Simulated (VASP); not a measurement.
Crystal: Pb.

```
Pb
1.0
     3.19966    0.00000    0.00000
     0.00000    3.19966    0.00000
     0.00000    0.00000    3.19966
Pb
1
Direct
  0.00000 0.00000 0.00000
```

```yaml
Program: VASP 6.6.1
Task: relaxation of cell and atoms
Functional: BLYP
Potentials_or_basis: VASP PAW PBE potentials, release 64 (Pb_d)
Cutoff: 600 eV
k_mesh: 10 × 10 × 10
Occupations: fermi-dirac, width 0.1 eV
Spin: no spin polarisation
```

At the start: pressure 5.2 GPa; volume 32.76 Å³/atom.

**Question.** Where does the relaxation end?

**Answer.** Over 3 steps the energy falls by 67.3 meV/atom and the volume is 37.42 Å³/atom (+14.2 %); space group Pm-3m (No. 221, to 0.05 Å).

The path:
| step | energy change (eV) | largest force (eV/Å) | pressure (GPa) | volume (Å³) |
| --- | --- | --- | --- | --- |
| 1 | 0.0000 | 0.0000 | 5.23 | 32.76 |
| 2 | -0.0665 | 0.0000 | -0.47 | 38.10 |
| 3 | -0.0673 | 0.0000 | 0.04 | 37.42 |

Final structure:
```yaml
crystal:
  lattice:
    - [3.34475, 0.00000, 0.00000]
    - [0.00000, 3.34475, 0.00000]
    - [0.00000, 0.00000, 3.34475]
  atoms:
    - { symbol: Pb, position: [0.00000, 0.00000, 0.00000] }
```

Caveat: the PAW data sets were made with another functional, which shifts forces and pressure a little.
